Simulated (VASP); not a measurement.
Here is a VASP 6.6.1 calculation.

The input INCAR:

```
PREC = Accurate
ENCUT = 520
EDIFF = 1E-6
ISMEAR = 0
SIGMA = 0.15
LREAL = False
LASPH = True
NELM = 60
ALGO = Fast
ISIF = 2
LWAVE = False
LCHARG = False
GGA = PS
NBANDS = 22
```

Contents of KPOINTS:

```
Automatic mesh
0
Gamma
  21 21 12
```

File POSCAR:

```
Rh
1.0
    2.6888395124      0.0000000000      0.0000000000
   -1.3444197562      2.3286033244      0.0000000000
    0.0000000000      0.0000000000      4.3293548531
Rh
2
Direct
    0.6666666667      0.3333333333      0.7500000000
    0.3333333333      0.6666666667      0.2500000000
```

Potentials or basis: VASP PAW PBE potentials, release 64 (Rh_pv).

Command:

```sh
$ cat potpaw_PBE.64/Rh_pv/POTCAR > POTCAR
$ mpirun -np 1 vasp_std > vasp.out
```

(1) Predict the band gap on the k mesh.

(2) Estimate the pressure.

Results:

(1) zero (bands 15 and 16 overlap by 2.47 eV).

(2) 0.1 GPa.

Caveat: the PAW data sets were made with another functional, which shifts forces and pressure a little.
